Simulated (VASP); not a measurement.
# InP: single point with PBE

Crystal: InP.

```
In P
1.0
     0.00000    2.98003    2.93533
     2.98003    0.00000    2.93533
     2.98003    2.98003    0.00000
In P
1 1
Direct
  0.00000 0.00000 0.00000
  0.75000 0.75000 0.75000
```

This cell differs from its parent crystal: strain +0.000 along x and y, -0.015 along z.

```yaml
Program: VASP 6.6.1
Task: single point
Functional: PBE
Potentials_or_basis: VASP PAW PBE potentials, release 64 (In_d, P)
Cutoff: 520 eV
k_mesh: 10 × 10 × 10
Occupations: gaussian, width 0.05 eV
Spin: no spin polarisation
Dipole_correction: no
Further_INCAR_settings: ALGO = Normal; EDIFF = 1e-07; NBANDS = 16
```

- Pressure: 0.9 GPa
- Band gap on the k mesh: 0.47 eV, direct

Stress tensor (GPa, compression positive):
```
0.66 0.00 0.00
0.00 0.66 0.00
0.00 0.00 1.26
```

Levels at points of the mesh, in eV from the valence-band top:
```csv
k point,band 5,band 6,band 7,band 8,band 9,band 10,band 11,band 12,band 13,band 14
"(0.00, 0.00, 0.00)",-14.03,-11.33,-0.07,-0.07,0.00,0.47,4.03,4.06,4.06,8.37
"(0.50, 0.00, 0.00)",-14.01,-9.72,-5.59,-1.01,-0.92,1.37,4.71,4.82,6.98,9.27
"(0.50, 0.50, 0.00)",-14.00,-9.07,-5.58,-2.30,-2.30,1.73,2.13,9.04,9.31,9.31
"(0.50, 0.00, 0.50)",-14.00,-9.12,-5.67,-2.22,-2.22,1.80,2.27,8.90,9.27,9.35
```

Run time: 32 s on 1 thread of Intel(R) Xeon(R) 6975P-C (Granite Rapids), with other jobs on the host, peak memory 0.22 GiB.

Caveat: the cell differs from its parent crystal (strain +0.000 along x and y, -0.015 along z); spin-orbit coupling is left out, which moves the levels of the heavy elements.
